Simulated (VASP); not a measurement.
Input of a VASP 6.6.1 run:

File INCAR:

```
  ALGO = Normal
  EDIFF = 1E-7
  ENCUT = 520
  GGA = PS
  ISIF = 2
  ISMEAR = -1
  LASPH = True
  LCHARG = True
  LELF = True
  LREAL = False
  LVHAR = True
  LWAVE = False
  NBANDS = 32
  NELM = 100
  PREC = Accurate
  SIGMA = 0.05
```

The input KPOINTS:

```
k-points
0
Gamma
  6 6 6
```

Contents of POSCAR:

```
Ti3S2
1.0
    2.7131139241      1.5664170544      3.2376184047
   -2.7131139241      1.5664170544      3.2376184047
    0.0000000000     -3.1328341088      3.2376184047
Ti S
3 2
Direct
    0.0000000000      0.3356550000      0.6643450000
    0.6643450000      0.0000000000      0.3356550000
    0.3356550000      0.6643450000      0.0000000000
    0.1678390000      0.1678390000      0.1678390000
    0.8321610000      0.8321610000      0.8321610000
```

Potentials or basis: VASP PAW PBE potentials, release 64 (Ti_sv, S).

Run with:

```bash
$ cat potpaw_PBE.64/Ti_sv/POTCAR potpaw_PBE.64/S/POTCAR > POTCAR
$ mpirun -np 1 vasp_std > vasp.out
```

Q: Predict the largest force.

A: 0.036 eV/Å.

Q: Predict the pressure.

A: -4.3 GPa.

Q: Estimate the band gap on the k mesh.

A: Zero (band 24 reaches 8.49 eV, above the bottom of band 25 at 8.27 eV).

Stress tensor (GPa, compression positive):
```
-4.07  0.00  0.00
 0.00 -4.07  0.00
 0.00  0.00 -4.70
```

Caveat: the PAW data sets were made with another functional, which shifts forces and pressure a little.
